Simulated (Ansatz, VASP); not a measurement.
**One calculation of BAs, two programs**

Contents of INCAR:

```
SYSTEM = BAs
ALGO = Normal
EDIFF = 1E-6
ENCUT = 520
GGA = PE
ISIF = 2
ISMEAR = 0
LASPH = .True.
LCHARG = .False.
LREAL = .False.
LWAVE = .False.
NBANDS = 11
NELM = 80
PREC = Accurate
SIGMA = 0.1
```

File KPOINTS:

```
k-points
0
Gamma
  4 4 4
  0 0 0
```

Contents of POSCAR:

```
BAs
1.0
    0.0000000000      2.5390920251      2.5390920251
    2.5390920251      0.0000000000      2.5390920251
    2.5390920251      2.5390920251      0.0000000000
B As
1 1
Direct
    0.2500000000      0.2500000000      0.2500000000
    0.0000000000      0.0000000000      0.0000000000
```

Input for Ansatz:

```yaml
crystal:
  lattice:
    - [0.0, 2.5390920251, 2.5390920251]
    - [2.5390920251, 0.0, 2.5390920251]
    - [2.5390920251, 2.5390920251, 0.0]
  atoms:
    - { symbol: B, position: [0.25, 0.25, 0.25] }
    - { symbol: As, position: [0.0, 0.0, 0.0] }
basis:
  ecutwfc: 420
kpoints:
  mp_grid: { grid: [4, 4, 4] }
hamiltonian:
  xc: pbe
scf:
  occupations: { method: gaussian, width: 0.1 }
  lower_state_search: "off"
  n_extra_bands: 30
output:
  forces: true
  stress: true
  eigenvalues: true
```

Alike in both runs: task single point; functional PBE; k mesh 4 × 4 × 4; occupations gaussian, width 0.1 eV; no spin polarisation.

|  | VASP | Ansatz |
| --- | --- | --- |
| version | VASP 6.6.1 | Ansatz 0.2.0 |
| potentials or method | VASP PAW PBE potentials, release 64 (B, As), cutoff 520 eV | scalar-relativistic, plane waves, PAW |
| valence electrons in the cell | 8 | 18 |

|  | VASP | Ansatz | Ansatz less VASP |
| --- | --- | --- | --- |
| gap on the k mesh at the Fermi level (eV) | 1.58 | 1.58 | +0.005 |
| least direct gap on the mesh (eV) | 2.51 | 2.50 | -0.008 |
| pressure (GPa) | -14.7 | -15.0 | -0.25 |

The functional is the same, so the differences come from potentials, cutoffs and numerics. VASP's potentials hold 8 valence electrons a cell and Ansatz's 18, so a difference there can come from the potentials and not from the codes.

The k mesh is coarse, so the values compare programs but aren't converged.
